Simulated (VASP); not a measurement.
Here is a VASP 6.6.1 calculation.

The input POSCAR:

```
HgTe
1.0
    0.0000000000      3.3738208147      3.3738208147
    3.3738208147      0.0000000000      3.3738208147
    3.3738208147      3.3738208147      0.0000000000
Hg Te
1 1
Direct
    0.0000000000      0.0000000000      0.0000000000
    0.2500000000      0.2500000000      0.2500000000
```

INCAR.step1

```
SYSTEM = HgTe
PREC = Accurate
ENCUT = 520
EDIFF = 1E-5
ISMEAR = -1
SIGMA = 0.1
LREAL = .False.
LASPH = .True.
NELM = 100
ALGO = Normal
ISIF = 2
LWAVE = .True.
NBANDS = 16
GGA = PE
```

The input INCAR.step2:

```
SYSTEM = HgTe
PREC = Accurate
ENCUT = 520
EDIFF = 1E-6
ISMEAR = -1
SIGMA = 0.1
LREAL = .False.
LASPH = .True.
NELM = 100
ALGO = Normal
ISIF = 2
LWAVE = .False.
LCHARG = .True.
GGA = PE
LHFCALC = .True.
HFSCREEN = 0.2079
PRECFOCK = Normal
LELF = .True.
LVHAR = .True.
NBANDS = 16
ISTART = 1
```

File KPOINTS:

```
regular mesh
0
Gamma
  4 4 4
  0 0 0
```

Potentials or basis: VASP PAW PBE potentials, release 64 (Hg, Te).

Run with:

```console
$ cat potpaw_PBE.64/Hg/POTCAR potpaw_PBE.64/Te/POTCAR > POTCAR
$ cp INCAR.step1 INCAR
$ mpirun -np 1 vasp_std > vasp.out
$ cp INCAR.step2 INCAR
$ mpirun -np 1 vasp_std > vasp.out
```

Estimate the pressure.

-2.5 GPa.

Estimate the band gap on the k mesh.

zero (filled and empty bands touch).

Caveat: the k points lie up to 0.40 Å⁻¹ apart; the PAW data sets were made with another functional, which shifts forces and pressure a little; spin-orbit coupling is left out, which moves the levels of the heavy elements.
